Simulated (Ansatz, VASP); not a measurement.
TaN: VASP beside Ansatz

```
Ta N
1.0
     3.12178    0.00000    0.00000
    -1.56089    2.70354    0.00000
     0.00000    0.00000    6.09161
Ta N
2 2
Direct
  0.33333 0.66667 0.03107
  0.66667 0.33333 0.53107
  0.33333 0.66667 0.35393
  0.66667 0.33333 0.85393
```

Alike in both runs: functional PBE; dispersion D3(BJ); k mesh 6 × 6 × 4; occupations gaussian, width 0.1 eV; no spin polarisation.

Ansatz relaxed the structure, and its values are those at the end. VASP's run is a single point on that final structure, the one shown.

|  | VASP | Ansatz |
| --- | --- | --- |
| version | VASP 6.6.1 | Ansatz 0.2.0 |
| potentials or method | VASP PAW PBE potentials, release 64 (Ta_sv_GW, N), cutoff 600 eV | scalar-relativistic, plane waves, PAW |
| valence electrons in the cell | 36 | 36 |

|  | VASP | Ansatz | Ansatz less VASP |
| --- | --- | --- | --- |
| gap on the k mesh at the Fermi level (eV) | none | none | - |
| pressure (GPa) | 0.1 | 0.1 | -0.02 |
| rms of the force components (eV/Å) | 0.005 | 0.000 | -0.0052 |

A gap of «none» marks a metal or a gap that the smearing closes.

The k mesh is coarse, so the values compare programs but aren't converged. Spin-orbit coupling is off throughout.
